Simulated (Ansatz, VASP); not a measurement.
## AlRu in VASP and in Ansatz

```xyz
2
Lattice="2.9916 0.0000 0.0000 0.0000 2.9916 0.0000 0.0000 0.0000 2.9916" Properties=species:S:1:pos:R:3 pbc="T T T"
Al    0.0000   -0.1000    0.0000
Ru    1.4958    1.4958    1.4958
```

Change from the starting cell: all Al atoms moved -0.100 Å, as atom 1 along Cartesian [0 1 0].

Alike in both runs: task single point; functional PBE; k mesh 16 × 16 × 16; occupations gaussian, width 0.15 eV; no spin polarisation.

|  | VASP | Ansatz |
| --- | --- | --- |
| version | VASP 6.6.1 | Ansatz 0.2.0 |
| potentials or method | VASP PAW PBE potentials, release 64 (Al, Ru_pv), cutoff 520 eV | scalar-relativistic, plane waves, PAW |
| valence electrons in the cell | 17 | 19 |

```csv
,VASP,Ansatz,Ansatz less VASP
gap on the k mesh at the Fermi level (eV),none,none,-
pressure (GPa),3.3,3.4,+0.06
"traceless stress, the component that is largest in VASP (GPa)",-0.54,-0.53,+0.008
rms of the force components (eV/Å),0.451,0.448,-0.0030
```

Atom by atom the forces differ by 0.003 eV/Å (rms over components). A gap of «none» marks a metal or a gap that the smearing closes. VASP's potentials hold 17 valence electrons a cell and Ansatz's 19, so a difference there can come from the potentials and not from the codes.
